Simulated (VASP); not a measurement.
# C in VASP: a series of runs

Runs on C. Level: PBE. Tasks: single point.

All numbers are computed with VASP 6.6.1; they aren't measurements. Logs are shortened: lines on timing, memory, paths and dates and some standing lists are left out, and cuts for length are marked.

### 1 The cell of the first run

The structure is cubic, space group Fd-3m (No. 227). Conventional cell: a = 3.567 Å, b = 3.567 Å, c = 3.567 Å, α = 90.00°, β = 90.00°, γ = 90.00°. C (site symmetry -43m) has 4 C at 1.54 Å within 2.1 Å.

### 2 Single point, PBE

Input file INCAR:

```
SYSTEM = C
PREC = Accurate
ENCUT = 520
EDIFF = 1E-6
ISMEAR = -1
SIGMA = 0.02
LREAL = .FALSE.
LASPH = .TRUE.
NELM = 60
ALGO = Normal
ISIF = 2
LWAVE = .FALSE.
LCHARG = .TRUE.
GGA = PE
LELF = .TRUE.
LVHAR = .TRUE.
NBANDS = 11
```

Input file KPOINTS:

```
regular mesh
0
G
  10 10 10
  0 0 0
```

Input file POSCAR:

```
C
1.0
    0.0000000000      1.7833700000      1.7833700000
    1.7833700000      0.0000000000      1.7833700000
    1.7833700000      1.7833700000      0.0000000000
C
2
Direct
    0.0000000000      0.0000000000      0.0000000000
    0.2500000000      0.2500000000      0.2500000000
```

Potentials or basis: VASP PAW PBE potentials, release 64 (C).

Started as:

```bash
> cat potpaw_PBE.64/C/POTCAR > POTCAR
> mpirun -np 1 vasp_std > vasp.out
```

OUTCAR:

```text
SYSTEM = C
   PREC = Accurate
   ENCUT = 520
   EDIFF = 1E-6
   ISMEAR = -1
   LREAL = .FALSE.
   LASPH = .TRUE.
   NELM = 60
   ISIF = 2
   GGA = PE

 ion  position               nearest neighbor table
   1  0.000  0.000  0.000-   2 1.54   2 1.54   2 1.54   2 1.54
   2  0.250  0.250  0.250-   1 1.54   1 1.54   1 1.54   1 1.54

  LATTYP: Found a face centered cubic cell.
 ALAT       =     3.5667400000

  Lattice vectors:

 A1 = (   0.0000000000,   1.7833700000,   1.7833700000)
 A2 = (   1.7833700000,   0.0000000000,   1.7833700000)
 A3 = (   1.7833700000,   1.7833700000,   0.0000000000)

Analysis of symmetry for initial positions (statically):
=====================================================================
 Subroutine PRICEL returns:
 Original cell was already a primitive cell.

 Routine SETGRP: Setting up the symmetry group for a
 face centered cubic supercell.

 Subroutine GETGRP returns: Found 48 space group operations
 (whereof 24 operations were pure point group operations)
 out of a pool of 48 trial point group operations.

The static configuration has the point symmetry T_d .
 The point group associated with its full space group is O_h .

Analysis of symmetry for dynamics (positions and initial velocities):
=====================================================================
 Subroutine PRICEL returns:
 Original cell was already a primitive cell.

 Routine SETGRP: Setting up the symmetry group for a
 face centered cubic supercell.

 Subroutine GETGRP returns: Found 48 space group operations
 (whereof 24 operations were pure point group operations)
 out of a pool of 48 trial point group operations.

The dynamic configuration has the point symmetry T_d .
 The point group associated with its full space group is O_h .

 Subroutine INISYM returns: Found 48 space group operations
 (whereof 24 operations are pure point group operations),
 and found     1 'primitive' translations

----------------------------------------------------------------------------------------

                                     Primitive cell

  volume of cell :      11.3437

  direct lattice vectors                    reciprocal lattice vectors
     0.000000000  1.783370000  1.783370000    -0.280368067  0.280368067  0.280368067
     1.783370000  0.000000000  1.783370000     0.280368067 -0.280368067  0.280368067
     1.783370000  1.783370000  0.000000000     0.280368067  0.280368067 -0.280368067

  length of vectors
     2.522066041  2.522066041  2.522066041     0.485611737  0.485611737  0.485611737

  position of ions in fractional coordinates (direct lattice)
     0.000000000  0.000000000  0.000000000
     0.250000000  0.250000000  0.250000000

  ion indices of the primitive-cell ions
   primitive index   ion index
                 1           1
                 2           2

----------------------------------------------------------------------------------------

 KPOINTS: regular mesh

Automatic generation of k-mesh.
 Grid dimensions read from file:
 generate k-points for:   10   10   10

 Generating k-lattice:

  Cartesian coordinates                     Fractional coordinates (reciprocal lattice)
    -0.028036807  0.028036807  0.028036807     0.100000000  0.000000000  0.000000000
     0.028036807 -0.028036807  0.028036807     0.000000000  0.100000000  0.000000000
     0.028036807  0.028036807 -0.028036807     0.000000000  0.000000000  0.100000000

  Length of vectors
     0.048561174  0.048561174  0.048561174

  Shift w.r.t. Gamma in fractional coordinates (k-lattice)
     0.000000000  0.000000000  0.000000000

 Subroutine IBZKPT returns following result:
 ===========================================

 Found     47 irreducible k-points:

 Following reciprocal coordinates:
            Coordinates               Weight
  0.000000  0.000000  0.000000      1.000000
  0.100000  0.000000  0.000000      8.000000
  0.200000  0.000000  0.000000      8.000000
  0.300000  0.000000  0.000000      8.000000
  0.400000  0.000000  0.000000      8.000000
  0.500000  0.000000  0.000000      4.000000
[... 16 lines left out ...]
  0.300000  0.300000  0.000000      6.000000
  0.400000  0.300000  0.000000     24.000000
 [... further k-points ...]
   k-points           NKPTS =     47   k-points in BZ     NKDIM =     47   number of bands    NBANDS=     11
   number of dos      NEDOS =    301   number of ions     NIONS =      2
   total plane-waves  NPLWV =   8000
   dimension x,y,z NGX =    20 NGY =   20 NGZ =   20
   dimension x,y,z NGXF=    40 NGYF=   40 NGZF=   40
   ions per type =               2
   NGX,Y,Z   is equivalent  to a cutoff of  13.18, 13.18, 13.18 a.u.
   NGXF,Y,Z  is equivalent  to a cutoff of  26.37, 26.37, 26.37 a.u.
 SYSTEM =  C
   PREC   = accura    normal or accurate (medium, high low for compatibility)
   ISTART =      0    job   : 0-new  1-cont  2-samecut
   ICHARG =      2    charge: 1-file 2-atom 10-const
   ISPIN  =      1    spin polarized calculation?
   LNONCOLLINEAR =      F non collinear calculations
   LSORBIT =      F    spin-orbit coupling
   LASPH  =      T    aspherical Exc in radial PAW
   ENCUT  =  520.0 eV  38.22 Ry    6.18 a.u.   4.69  4.69  4.69*2*pi/ulx,y,z
   NELM   =     60;   NELMIN=  2; NELMDL= -5     # of ELM steps
   EDIFF  = 0.1E-05   stopping-criterion for ELM
   LREAL  =      F    real-space projection
   EDIFFG = 0.1E-04   stopping-criterion for IOM
   NSW    =      0    number of steps for IOM
   IBRION =     -1    ionic relax: 0-MD 1-quasi-New 2-CG
   NFREE  =      0    steps in history (QN), initial steepest desc. (CG)
   ISIF   =      2    stress and relaxation
   ISYM   =      2    0-nonsym 1-usesym 2-fastsym
   POTIM  = 0.5000    time-step for ionic-motion
   TEBEG  =    0.0;   TEEND  =   0.0 temperature during run
   PSTRESS=    0.0 pullay stress
   NELECT =       8.0000    total number of electrons
   NUPDOWN=      -1.0000    fix difference up-down
   EMIN   =  10.00;   EMAX   =-10.00  energy-range for DOS
   EFERMI =   0.00;   METHOD = LEGACY
   ISMEAR =    -1;   SIGMA  =   0.02  broadening in eV -4-tet -1-fermi 0-gaus
   EFERMI_NEDOS =   21; number of points for ismear=-14 and -15
   IALGO  =     38    algorithm
   IMIX   =      4    mixing-type and parameters
     AMIX     =   0.40;   BMIX     =  1.00
     AMIX_MAG =   1.60;   BMIX_MAG =  1.00
  volume/ion in A,a.u.               =       5.67        38.28
  Fermi-wavevector in a.u.,A,eV,Ry     =   1.457203  2.753714 28.891161  2.123440
  Thomas-Fermi vector in A             =   2.574032
   LORBIT       =      0    0 simple, 1 ext, 2 COOP (PROOUT), +10 PAW based schemes
   GGA     = PE    functional components
   LHFCALC =     F    Hartree Fock is set to
   AEXX    =    0.0000 exact exchange contribution
   IVDW    =     0    specifies the selected vdW correction
   LEPSILON=     F    determine dielectric tensor
   LRPA    =     F    only Hartree local field effects (RPA)
 non-spin polarized calculation
  energy-cutoff  :      520.00
  volume of cell :       11.34
 maximum number of plane-waves:       322
   NGX =  9   NGY =  9   NGZ =  9

 number of electron       7.9999999 magnetization

 Free energy of the ion-electron system (eV)
  ---------------------------------------------------
  ext. energy  EPLUGINS =         0.00000000
  ---------------------------------------------------
  free energy    TOTEN  =       -18.18516315 eV

  energy without entropy =      -18.18516315  energy(sigma->0) =      -18.18516315

 E-fermi :  10.1431     XC(G=0): -13.2509

 val. band max:        9.7301588145   @ k =   0.0000   0.0000   0.0000
 cond. band min:      13.8992795407   @ k =   0.4000   0.4000   0.0000
 fundamental gap:      4.1691207261
 Fermi energy:        10.1431272454

 k-point     1 :       0.0000    0.0000    0.0000
  band No.  band energies     occupation
      1     -11.7472      2.00000
      2       9.7302      2.00000
      3       9.7302      2.00000
      4       9.7302      2.00000
      5      15.3200      0.00000
      6      15.3200      0.00000
      7      15.3200      0.00000
      8      23.0621      0.00000
      9      29.0239      0.00000
     10      36.2645      0.00000
     11      36.2645      0.00000

 k-point     2 :       0.1000    0.0000    0.0000
  band No.  band energies     occupation
      1     -11.4703      2.00000
      2       8.0545      2.00000
      3       9.2836      2.00000
      4       9.2836      2.00000
      5      15.9067      0.00000
      6      15.9067      0.00000
      7      16.2640      0.00000
      8      23.2994      0.00000
      9      29.4696      0.00000
     10      33.7380      0.00000
     11      33.7380      0.00000

 k-point     3 :       0.2000    0.0000    0.0000
  band No.  band energies     occupation
      1     -10.6449      2.00000
      2       4.8495      2.00000
      3       8.4075      2.00000
      4       8.4075      2.00000
      5      17.0374      0.00000
      6      17.0374      0.00000
      7      17.4711      0.00000
      8      23.9567      0.00000
      9      30.2350      0.00000
     10      32.2236      0.00000
     11      32.2236      0.00000

 k-point     4 :       0.3000    0.0000    0.0000
  band No.  band energies     occupation
      1      -9.2908      2.00000
      2       1.4512      2.00000
      3       7.6168      2.00000
      4       7.6168      2.00000
      5      17.8602      0.00000
      6      17.8602      0.00000
      7      18.1615      0.00000
      8      24.7597      0.00000
      9      30.5710      0.00000
     10      32.4886      0.00000
     11      32.4886      0.00000

 k-point     5 :       0.4000    0.0000    0.0000
  band No.  band energies     occupation
      1      -7.4806      2.00000
      2      -1.6797      2.00000
      3       7.1050      2.00000
      4       7.1050      2.00000
      5      18.1510      0.00000
      6      18.1510      0.00000
      7      18.4835      0.00000
      8      25.2887      0.00000
      9      31.0632      0.00000
     10      34.2587      0.00000
     11      34.2589      0.00000
[... 211 lines left out ...]
 k-point    21 :      -0.3000    0.2000    0.0000
  band No.  band energies     occupation
      1      -7.1990      2.00000
      2       0.0525      2.00000
      3       3.1393      2.00000
      4       6.7379      2.00000
      5      17.7096      0.00000
      6      19.5626      0.00000
      7      21.4510      0.00000
      8      24.1769      0.00000
      9      29.5087      0.00000
     10      30.8867      0.00000
     11      34.4480      0.00000

 k-point    22 :      -0.2000    0.2000    0.0000
  band No.  band energies     occupation
      1      -8.8430      2.00000
      2       2.7525      2.00000
      3       3.7271      2.00000
      4       7.7449      2.00000
      5      18.2180      0.00000
      6      18.3104      0.00000
      7      20.2213      0.00000
      8      23.3907      0.00000
      9      29.7743      0.00000
     10      30.7141      0.00000
     11      33.6882      0.00000

 k-point    23 :       0.3000    0.3000    0.0000
  band No.  band energies     occupation
      1      -8.4751      2.00000
      2       3.6495      2.00000
      3       4.8444      2.00000
      4       4.8444      2.00000
      5      13.9643      0.00000
      6      18.4094      0.00000
      7      22.8252      0.00000
      8      22.8252      0.00000
      9      30.5448      0.00000
     10      32.5951      0.00000
     11      40.4751      0.00000

 k-point    24 :       0.4000    0.3000    0.0000
  band No.  band energies     occupation
      1      -7.1565      2.00000
      2       1.6751      2.00000
      3       3.7481      2.00000
      4       4.3734      2.00000
      5      14.5217      0.00000
      6      17.7484      0.00000
      7      23.8120      0.00000
      8      23.8683      0.00000
      9      31.4634      0.00000
     10      32.6296      0.00000
     11      40.4933      0.00000

 [... further k-points ...]
[... 5 lines left out ...]
  --------------------------------------------------------------------------------------
  -------------------------------------------------------------------------------------
  Total        0.1740848      0.1740848      0.1740848      0.0000000      0.0000000      0.0000000
  in kB       24.5876488     24.5876488     24.5876488      0.0000000      0.0000000      0.0000000
  external PRESSURE =      24.5876488 kB  Pullay stress =       0.0000000 kB

 VOLUME and BASIS-vectors are now :
 -----------------------------------------------------------------------------
  energy-cutoff  :      520.00
  volume of cell :       11.34
      direct lattice vectors                 reciprocal lattice vectors
     0.000000000  1.783370000  1.783370000    -0.280368067  0.280368067  0.280368067
     1.783370000  0.000000000  1.783370000     0.280368067 -0.280368067  0.280368067
     1.783370000  1.783370000  0.000000000     0.280368067  0.280368067 -0.280368067

 POSITION                                       TOTAL-FORCE (eV/Angst)
 -----------------------------------------------------------------------------------
      0.00000      0.00000      0.00000        -0.000000      0.000000     -0.000000
      0.89168      0.89168      0.89168         0.000000     -0.000000      0.000000
 -----------------------------------------------------------------------------------
    total drift:                                0.000000      0.000000      0.000000

  FREE ENERGIE OF THE ION-ELECTRON SYSTEM (eV)
  ---------------------------------------------------
  free  energy   TOTEN  =       -18.1851631487 eV

  energy  without entropy=      -18.1851631487  energy(sigma->0) =      -18.18516315
```

Run time: 3.9 s. Hardware: 1 thread of AMD EPYC 9R45 (Zen 5), shared host; peak memory 0.09 GiB.

Results:

* Free energy: -18.1852 eV
* Pressure: 2.5 GPa
* Band gap on the k mesh: 4.17 eV, indirect (least direct gap 5.59 eV)

Levels at points of the mesh, in eV from the valence-band top:
```
           k point  band 2  band 3  band 4  band 5  band 6  band 7
(0.00, 0.00, 0.00)    0.00    0.00    0.00    5.59    5.59    5.59
(0.50, 0.00, 0.00)  -13.37   -2.80   -2.80    8.46    8.46    8.85
(0.50, 0.50, 0.00)  -12.76   -6.30   -6.30    4.76    4.76   16.81
```

### 3 Single point, PBE

This run uses another cell than the first one, of 5.56 Å³/atom, 0.980 times its volume.

Input file INCAR:

```
  PREC = Accurate
  ENCUT = 520
  EDIFF = 1E-6
  ISMEAR = -1
  SIGMA = 0.02
  LREAL = F
  LASPH = T
  NELM = 100
  ALGO = Normal
  ISIF = 2
  LWAVE = F
  LCHARG = F
  GGA = PE
  NBANDS = 11
```

Input file KPOINTS:

```
Automatic mesh
0
Gamma
  10 10 10
```

Input file POSCAR:

```
C
1.0
    0.0000000000      1.7833700000      1.7477026000
    1.7833700000      0.0000000000      1.7477026000
    1.7833700000      1.7833700000      0.0000000000
C
2
Direct
    0.0000000000      0.0000000000      0.0000000000
    0.2500000000      0.2500000000      0.2500000000
```

Potentials or basis: VASP PAW PBE potentials, release 64 (C).

Started as:

```bash
> cat potpaw_PBE.64/C/POTCAR > POTCAR
> mpirun -np 1 vasp_std > vasp.out
```

Wall time 6.8 s (1 thread of AMD EPYC 9R45 (Zen 5), shared host); peak memory 0.09 GiB.

It converged, with:

- Free energy: -18.1660 eV
- Pressure: 11.8 GPa
- Band gap on the k mesh: 3.68 eV, indirect (least direct gap 5.28 eV)

Stress tensor (GPa, compression positive):
```
 5.50  0.00  0.00
 0.00  5.50  0.00
 0.00  0.00 24.29
```

Levels at points of the mesh, in eV from the valence-band top:
| k point | band 2 | band 3 | band 4 | band 5 | band 6 | band 7 |
| --- | --- | --- | --- | --- | --- | --- |
| (0.00, 0.00, 0.00) | -0.30 | -0.30 | 0.00 | 5.28 | 5.53 | 5.53 |
| (0.50, 0.00, 0.00) | -13.80 | -3.23 | -2.87 | 8.23 | 8.25 | 9.13 |
| (0.50, 0.50, 0.00) | -12.89 | -6.82 | -6.82 | 4.28 | 4.28 | 16.98 |
| (0.50, 0.00, 0.50) | -13.21 | -6.52 | -6.52 | 4.76 | 4.76 | 16.86 |

A k mesh can miss the band edges.

### 4 Single point, PBE

This run uses another cell than the first one, of 5.60 Å³/atom, 0.987 times its volume.

Input file INCAR:

```
SYSTEM = C
  ALGO = Normal
  EDIFF = 1E-6
  ENCUT = 520
  GGA = PE
  ISIF = 2
  ISMEAR = -1
  LASPH = .TRUE.
  LCHARG = .FALSE.
  LREAL = .FALSE.
  LWAVE = .FALSE.
  NBANDS = 11
  NELM = 60
  PREC = Accurate
  SIGMA = 0.02
```

Input file KPOINTS:

```
k-points
0
G
  10 10 10
  0 0 0
```

Input file POSCAR:

```
C
1.0
    0.0000000000      1.7833700000      1.7595917333
    1.7833700000      0.0000000000      1.7595917333
    1.7833700000      1.7833700000      0.0000000000
C
2
Direct
    0.0000000000      0.0000000000      0.0000000000
    0.2500000000      0.2500000000      0.2500000000
```

Started as:

```bash
> cat potpaw_PBE.64/C/POTCAR > POTCAR
> mpirun -np 1 vasp_std > vasp.out
```

It took 6.6 s on 1 thread of AMD EPYC 9R45 (Zen 5), shared host; peak memory 0.09 GiB.

It converged, with:

| Quantity | Value |
| --- | --- |
| Free energy | -18.1759 eV |
| Pressure | 8.6 GPa |
| Band gap on the k mesh | 3.85 eV, indirect (least direct gap 5.38 eV) |

Stress tensor (GPa, compression positive):
```
 4.40  0.00  0.00
 0.00  4.40  0.00
 0.00  0.00 16.89
```

Levels at points of the mesh, in eV from the valence-band top:
```
           k point  band 2  band 3  band 4  band 5  band 6  band 7
(0.00, 0.00, 0.00)   -0.20   -0.20    0.00    5.38    5.55    5.55
(0.50, 0.00, 0.00)  -13.66   -3.09   -2.85    8.32    8.33    9.01
(0.50, 0.50, 0.00)  -12.85   -6.65   -6.65    4.44    4.44   16.92
(0.50, 0.00, 0.50)  -13.06   -6.45   -6.45    4.76    4.76   16.85
```

A k mesh can miss the band edges. Expect the measured gap to be larger: semilocal functionals such as PBE lack the derivative discontinuity.

### 5 Overview

```csv
cell,gap on the mesh (eV),pressure (GPa)
"a = 2.522 Å, angles 60.0°, 2 atoms",4.17,2.5
"a = 2.497, b = 2.497, c = 2.522 Å, angles 59.7, 59.7, 60.7°, 2 atoms",3.68,11.8
"a = 2.505, b = 2.505, c = 2.522 Å, angles 59.8, 59.8, 60.4°, 2 atoms",3.85,8.6
```

Alike in all rows: task single point; level PBE; potentials or basis VASP PAW PBE potentials, release 64 (C); no spin polarisation; k mesh 10 × 10 × 10; cutoff (eV) 520; smearing fermi-dirac 0.02 eV.

Total energies depend on the potentials used, so only differences within one code and one set of settings carry meaning.
